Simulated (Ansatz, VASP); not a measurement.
# Two plane-wave programs on AlGa3N4

```
CELL_PARAMETERS angstrom
4.33822 -0.05157 -0.05157
-0.05157 4.33822 -0.05157
-0.05157 -0.05157 4.33822
ATOMIC_POSITIONS crystal
Al 0.00000 0.00000 0.00000
Ga 0.50000 0.50000 0.00000
Ga 0.50000 0.00000 0.50000
Ga 0.00000 0.50000 0.50000
N 0.75481 0.75481 0.24519
N 0.75481 0.24519 0.75481
N 0.24519 0.75481 0.75481
N 0.24519 0.24519 0.24519
```

Change from the starting cell: equal engineering shear yz, xz and xy -0.0233, equal normal strain along x, y and z -0.0200.

Alike in both runs: task single point; functional LDA; k mesh 6 × 6 × 6; occupations gaussian, width 0.05 eV; no spin polarisation.

|  | VASP | Ansatz |
| --- | --- | --- |
| version | VASP 6.6.1 | Ansatz 0.2.0 |
| potentials or method | VASP PAW LDA potentials, release 64 (Al, Ga_d, N), cutoff 520 eV | scalar-relativistic, plane waves, PAW |
| valence electrons in the cell | 62 | 62 |

Ansatz gave:

| Item | Value |
| --- | --- |
| gap on the k mesh at the Fermi level (eV) | 2.86 |
| least direct gap on the mesh (eV) | 2.86 |
| pressure (GPa) | 14.6 |
| traceless stress, the component that is largest in VASP (GPa) | 6.32 |
| rms of the force components (eV/Å) | 0.352 |

Question: Which values does VASP return?

Answer: gap on the k mesh at the Fermi level (eV): 2.87; least direct gap on the mesh (eV): 2.87; pressure (GPa): 16.0; traceless stress, the component that is largest in VASP (GPa): 6.41; rms of the force components (eV/Å): 0.364.

Ansatz warns that its potentials were made for another functional, while VASP's fit it. LDA's correlation is that of Perdew and Zunger in VASP and of Perdew and Wang (1992) in Ansatz. Atom by atom the forces differ by 0.017 eV/Å (rms over components).
